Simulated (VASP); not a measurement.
Set up this calculation in VASP 6.6.1, as the native input.

* Task: single point
* Functional: PBE
* Dispersion: D3(BJ)
* Potentials or basis: VASP PAW PBE potentials, release 64 (Te, Cd)
* Cutoff: 400 eV
* k mesh: 2 × 2 × 1
* Occupations: gaussian, width 0.05 eV
* Spin: no spin polarisation
* Dipole correction: yes
* Further INCAR settings: ALGO = Normal; EDIFF = 1e-06; NBANDS = 86; NELMDL = -8

The structure of CdTe lies in POSCAR:

```
CdTe
1.0
    9.2158675514      0.0000000000      0.0000000000
   -4.6079337757      7.9811754174      0.0000000000
    0.0000000000      0.0000000000     24.5076527162
Te Cd
8 8
Direct
    0.5000000000      0.0000000000      0.3264286504
    0.5000000000      0.5000000000      0.3264286504
    0.0000000000      0.0000000000      0.3264286504
    0.0000000000      0.5000000000      0.3264286504
    0.7486739854      0.9979301103      0.4862995624
    0.7499507093      0.5000683885      0.4862650600
    0.2498161115      0.9999168914      0.4864039885
    0.2491308341      0.4980636501      0.4859016207
    0.1666666667      0.8333333333      0.3648081131
    0.1666666667      0.3333333333      0.3648081131
    0.6666666667      0.8333333333      0.3648081131
    0.6666666667      0.3333333333      0.3648081131
    0.4162206116      0.8336738358      0.4481144215
    0.4176453118      0.3343123839      0.4476298943
    0.9177813494      0.8348995283      0.4476647563
    0.9160327933      0.3332329432      0.4483325973
```

One way to write it, as run:

INCAR

```
PREC = Accurate
ENCUT = 400
EDIFF = 1E-6
ISMEAR = 0
SIGMA = 0.05
LREAL = F
LASPH = T
NELM = 120
ALGO = Normal
ISIF = 2
LWAVE = F
LCHARG = F
LDIPOL = T
IDIPOL = 3
DIPOL = 0.5 0.5 0.406
GGA = PE
IVDW = 12
NBANDS = 86
GGA_COMPAT = F
NELMDL = -8
```

KPOINTS

```
Automatic mesh
0
Gamma
  2 2 1
```

Potentials or basis: VASP PAW PBE potentials, release 64 (Te, Cd).

Run with:

```bash
$ cat potpaw_PBE.64/Te/POTCAR potpaw_PBE.64/Cd/POTCAR > POTCAR
$ mpirun -np 1 vasp_std > vasp.out
```

Results of the run:

```yaml
Largest_force: 0.058 eV/Å
Band_gap_on_the_k_mesh: 1.26 eV
Dispersion_energy_per_atom: -0.266 eV
```

Caveat: spin-orbit coupling is left out, which moves the levels of the heavy elements.

Run time: 24 min on 1 thread of Intel Xeon 8259CL (shared host), peak memory 1.2 GiB.
